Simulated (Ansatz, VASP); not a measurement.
## Two plane-wave programs on P

```xyz
2
Lattice="3.3870 0.0000 0.0000 -1.6935 2.9332 0.0000 0.0000 0.0000 28.0000" Properties=species:S:1:pos:R:3 pbc="T T T"
P     0.0000    1.9555   14.0000
P     1.6935    0.9777   14.0000
```

Alike in both runs: task single point; functional PBE; dispersion D3(BJ); k mesh 9 × 9 × 1; occupations gaussian, width 0.02 eV; no spin polarisation.

```csv
,VASP,Ansatz
version,VASP 6.6.1,Ansatz 0.2.0
potentials or method,"VASP PAW PBE potentials, release 64 (P), cutoff 520 eV","scalar-relativistic, plane waves, PAW"
valence electrons in the cell,10,10
```

|  | VASP | Ansatz | Ansatz less VASP |
| --- | --- | --- | --- |
| gap on the k mesh at the Fermi level (eV) | none | none | - |
| work function, face that differs most (eV) | 4.10 | 4.11 | +0.016 |

A gap of «none» marks a metal or a gap that the smearing closes.
